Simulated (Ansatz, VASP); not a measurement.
**Two plane-wave programs on Si12HO24**

```
Si O H
1.0
     9.83160    0.00000    0.00000
    -4.91580    8.51442    0.00000
     0.00000    0.00000   10.81820
Si O H
24 48 2
Direct
  0.27300 0.99821 0.16481
  0.99821 0.27300 0.33519
  0.23345 0.22946 0.99608
  0.26501 0.99938 0.66325
  0.99938 0.26501 0.83675
  0.22946 0.23345 0.50392
  0.26981 0.49957 0.16280
  0.99956 0.75605 0.33250
  0.23989 0.73715 0.99740
  0.26624 0.49732 0.67306
  0.00314 0.77182 0.83663
  0.22797 0.72535 0.50249
  0.75605 0.99956 0.16750
  0.49957 0.26981 0.33720
  0.72535 0.22797 0.99751
  0.77182 0.00314 0.66337
  0.49732 0.26624 0.82694
  0.73715 0.23989 0.50260
  0.76146 0.49644 0.16629
  0.49644 0.76146 0.33371
  0.73579 0.73866 0.00272
  0.76828 0.50357 0.66926
  0.50357 0.76828 0.83074
  0.73866 0.73579 0.49728
  0.06645 0.21133 0.44658
  0.30056 0.36695 0.10078
  0.13881 0.43018 0.27223
  0.21133 0.06645 0.05342
  0.36695 0.30056 0.39922
  0.43018 0.13881 0.22777
  0.06406 0.19771 0.94600
  0.28992 0.35731 0.61780
  0.13916 0.43232 0.78546
  0.19771 0.06406 0.55400
  0.35731 0.28992 0.88220
  0.43232 0.13916 0.71454
  0.06130 0.69369 0.44691
  0.31285 0.87104 0.10454
  0.14313 0.91271 0.27316
  0.20940 0.57203 0.05512
  0.35517 0.78142 0.39089
  0.43425 0.63205 0.22312
  0.07339 0.71198 0.94668
  0.29222 0.86154 0.60784
  0.13948 0.93471 0.77670
  0.20138 0.56327 0.56356
  0.36379 0.79452 0.88309
  0.43510 0.63392 0.72381
  0.57203 0.20940 0.44488
  0.78142 0.35517 0.10911
  0.63205 0.43425 0.27688
  0.69369 0.06130 0.05309
  0.87104 0.31285 0.39546
  0.91271 0.14313 0.22684
  0.56327 0.20138 0.93644
  0.79452 0.36379 0.61691
  0.63392 0.43510 0.77619
  0.71198 0.07339 0.55332
  0.86154 0.29222 0.89216
  0.93471 0.13948 0.72330
  0.57246 0.70667 0.44275
  0.79405 0.86728 0.11422
  0.62498 0.92936 0.27626
  0.70667 0.57246 0.05725
  0.86728 0.79405 0.38578
  0.92936 0.62498 0.22374
  0.57206 0.71102 0.94376
  0.80262 0.86848 0.60566
  0.63902 0.93178 0.77141
  0.71102 0.57206 0.55624
  0.86848 0.80262 0.89434
  0.93178 0.63902 0.72859
  0.16308 0.14150 0.27950
  0.14150 0.16308 0.22050
```

Alike in both runs: functional PBE; dispersion D3(BJ); k mesh 1 × 1 × 1; occupations gaussian, width 0.02 eV; no spin polarisation.

Ansatz relaxed the structure, and its values are those at the end. VASP's run is a single point on that final structure, the one shown.

```csv
,VASP,Ansatz
version,VASP 6.6.1,Ansatz 0.2.0
potentials or method,"VASP PAW PBE potentials, release 64 (Si, O, H)","scalar-relativistic, plane waves, PAW"
plane-wave cutoff (eV),520,420
valence electrons in the cell,386,386
```

|  | VASP | Ansatz | Ansatz less VASP |
| --- | --- | --- | --- |
| gap on the k mesh at the Fermi level (eV) | 5.87 | 5.87 | -0.001 |
| least direct gap on the mesh (eV) | 5.87 | 5.87 | -0.001 |
| rms of the force components (eV/Å) | 0.006 | 0.001 | -0.0056 |
